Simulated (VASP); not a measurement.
A run of VASP 6.6.1 is set up as follows.

INCAR

```
PREC     = Accurate       # precision mode
ENCUT    = 500            # plane-wave cutoff, eV
EDIFF    = 1E-6           # SCF threshold, eV
ISMEAR   = 0              # smearing method
SIGMA    = 0.01           # smearing width, eV
LREAL    = False          # projectors in reciprocal space
LASPH    = True           # aspherical terms in the spheres
NELM     = 120            # most SCF steps
ALGO     = Normal         # electronic algorithm
ISIF     = 2              # what is computed and relaxed
LWAVE    = False          # write WAVECAR
LCHARG   = False          # write CHGCAR
GGA      = CA             # functional
NBANDS   = 30             # bands
GGA_COMPAT= False
```

Contents of KPOINTS:

```
regular mesh
0
Gamma
  4 4 4
```

POSCAR

```
CsSnBr3
1.0
    5.8411486749      0.0000000000      0.0000000000
    0.0000000000      5.8411486749      0.0000000000
    0.0000000000      0.0000000000      5.8411486749
Cs Sn Br
1 1 3
Direct
    0.0000000000      0.0000000000      0.0000000000
    0.5000000000      0.5000000000      0.5000000000
    0.5000000000      0.5000000000      0.0000000000
    0.5000000000      0.0000000000      0.5000000000
    0.0000000000      0.5000000000      0.5000000000
```

Potentials or basis: VASP PAW LDA potentials, release 64 (Cs_sv, Sn_d, Br).

Launch:

```sh
$ cat potpaw_LDA.64/Cs_sv/POTCAR potpaw_LDA.64/Sn_d/POTCAR potpaw_LDA.64/Br/POTCAR > POTCAR
$ mpirun -np 1 vasp_std > vasp.out
```

Question: What does it give for the band gap on the k mesh?

Answer: 0.41 eV.

Question: What does it give for the pressure?

Answer: -1.7 GPa.

Caveat: spin-orbit coupling is left out, which moves the levels of the heavy elements. A k mesh can miss the band edges.
